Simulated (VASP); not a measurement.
Crystal: DyAgH2.

```
Dy Ag H
1.0
     3.85898    0.00000    0.00000
     0.00000    3.85898    0.00000
     0.00000    0.00000    7.80128
Dy Ag H
2 2 4
Direct
  0.00000 0.50000 0.19522
  0.50000 0.00000 0.80478
  0.50000 0.00000 0.40937
  0.00000 0.50000 0.59063
  0.50000 0.50000 0.50000
  0.00000 0.00000 0.50000
  0.50000 0.00000 0.15294
  0.00000 0.50000 0.84706
```

The cell was generated, and may not be a known phase.

```yaml
Program: VASP 6.6.1
Task: relaxation of cell and atoms
Functional: PBE
Potentials_or_basis: VASP PAW PBE potentials, release 64 (Dy_3, Ag, H), 4f in core
Cutoff: 500 eV
k_mesh: 4 × 4 × 2
Occupations: gaussian, width 0.2 eV
Spin: no spin polarisation
```

At the start: pressure -3.7 GPa; volume 14.52 Å³/atom.

Q: How do energy, volume and symmetry change on relaxing?

A: Over 26 steps the energy falls by 197.4 meV/atom and the volume is 13.04 Å³/atom (-10.2 %); space group P4/nmm (No. 129, to 0.1 Å) before and after.

The path:
```csv
step,energy change (eV),largest force (eV/Å),pressure (GPa),volume (Å³)
1,0.0000,1.5729,-3.69,116.17
2,-0.3772,1.5983,-1.52,110.63
3,-0.7644,1.1580,6.46,99.39
4,-1.0030,0.6520,5.05,100.39
5,-1.1386,0.2189,4.28,101.60
6,-1.1403,0.3920,4.24,101.80
7,-1.2181,0.1287,1.02,105.40
8,-1.2272,0.1360,-0.46,107.29
9,-1.2376,0.1518,-0.40,107.18
10,-1.2579,0.2054,-0.20,106.80
11,-1.2543,0.3489,0.42,105.92
12,-1.2634,0.2557,0.03,106.43
13,-1.2763,0.2769,-0.04,106.34
14,-1.3158,0.3171,-0.20,106.04
15,-1.3738,0.3261,-0.30,105.35
16,-1.3853,0.7592,0.83,103.60
17,-1.3985,0.3899,-0.09,104.66
18,-1.4170,0.3859,0.01,104.48
19,-1.4753,0.3650,0.42,103.91
20,-1.4988,0.3118,1.46,102.66
21,-1.5147,0.3493,0.93,103.24
22,-1.5473,0.2157,-0.01,104.38
23,-1.5527,0.2173,-0.50,105.06
24,-1.5669,0.1676,-0.04,104.34
25,-1.5740,0.1040,0.60,103.43
26,-1.5794,0.0618,-0.17,104.35
```

Final structure:
```
Dy Ag H
1.0
     3.25125    0.00000    0.00000
     0.00000    3.25125    0.00000
     0.00000    0.00000    9.87171
Dy Ag H
2 2 4
Direct
  0.00000 0.50000 0.14782
  0.50000 0.00000 0.85218
  0.50000 0.00000 0.38208
  0.00000 0.50000 0.61792
  0.50000 0.50000 0.50000
  0.00000 0.00000 0.50000
  0.50000 0.00000 0.07791
  0.00000 0.50000 0.92209
```

Caveat: the k points lie up to 0.48 Å⁻¹ apart in the final cell, too coarse for converged energies and pressures of a metal; a cell axis changed by over 15 % at a fixed basis, so the end point is rough; the relaxation stopped at a loose force limit of 0.08 eV/Å, so its end isn't a converged minimum.
